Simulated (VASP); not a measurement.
SnTe: elastic constants with PBEsol

Crystal: SnTe.

```xyz
2
Lattice="0.0000 3.6111 3.6111 3.6111 0.0000 3.6111 3.6111 3.6111 0.0000" Properties=species:S:1:pos:R:3 pbc="T T T"
Te    1.8056    1.8056    1.8056
Sn    0.0000    0.0000    0.0000
```

```
Program                   : VASP 6.6.1
Task                      : elastic constants
Functional                : PBEsol
Potentials or basis       : VASP PAW PBE potentials, release 64 (Te, Sn_d)
Cutoff                    : 600 eV
k mesh                    : 5 × 5 × 5
Occupations               : fermi-dirac, width 0.05 eV
Spin                      : no spin polarisation
Dipole correction         : no
Ions in elastic constants : relaxed
Further INCAR settings    : ALGO = Normal; EDIFF = 1e-08; NBANDS = 17; IBRION = 6; POTIM = 0.015; NSW = 1; ISIF = 3
```

* Elastic constants C11, C12, C44: 24, 22, -8 GPa
* Voigt bulk modulus: 23 GPa
* Highest phonon frequency at Γ, LO-TO splitting left out: 102 cm⁻¹

Phonon frequencies in cm⁻¹ (negative: imaginary):
```csv
q point,frequencies
"(0.000, 0.000, 0.000)",0 0 0 102 102 102
```

Elastic tensor in Voigt notation (GPa, in the Cartesian axes of the cell as first typed):
```
24 22 22  0  0  0
22 24 22  0  0  0
22 22 24  0  0  0
 0  0  0 -8  0  0
 0  0  0  0 -8  0
 0  0  0  0  0 -8
```

Clamped-ion elastic tensor (GPa):
```
24 22 22  0  0  0
22 24 22  0  0  0
22 22 24  0  0  0
 0  0  0 -1  0  0
 0  0  0  0 -1  0
 0  0  0  0  0 -1
```

Wall time 20 min on 1 thread of Intel Xeon 8259CL (shared host), peak memory 0.39 GiB.

Caveat: the cell is under stress, which shifts elastic constants; the elastic tensor has a negative eigenvalue, so either the cell is unstable as it stands or the mesh is too thin; the PAW data sets were made with another functional, which shifts forces and pressure a little.
